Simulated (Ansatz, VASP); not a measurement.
# One calculation of Sb, two programs

```
Sb
1.0
     3.29853    0.00000    0.00000
    -1.64926    2.85661    0.00000
     0.00000    0.00000   21.45480
Sb
3
Direct
  0.00000 0.00000 0.37288
  0.33333 0.66667 0.50000
  0.00000 0.00000 0.62712
```

Alike in both runs: task single point; functional LDA; k mesh 14 × 14 × 1; occupations fermi-dirac, width 0.08 eV; no spin polarisation.

|  | VASP | Ansatz |
| --- | --- | --- |
| version | VASP 6.6.1 | Ansatz 0.2.0 |
| potentials or method | VASP PAW LDA potentials, release 64 (Sb), cutoff 520 eV | all-electron LAPW, scalar-relativistic |

VASP gave:

```
rms of the force components (eV/Å) : 0.082
```

Question: Estimate Ansatz's values.

Answer: rms of the force components (eV/Å): 0.086.

LDA's correlation is that of Perdew and Zunger in VASP and of Perdew and Wang (1992) in Ansatz. Atom by atom the forces differ by 0.005 eV/Å (rms over components). Ansatz ran all-electron here, and VASP with PAW potentials.

Spin-orbit coupling is off throughout.
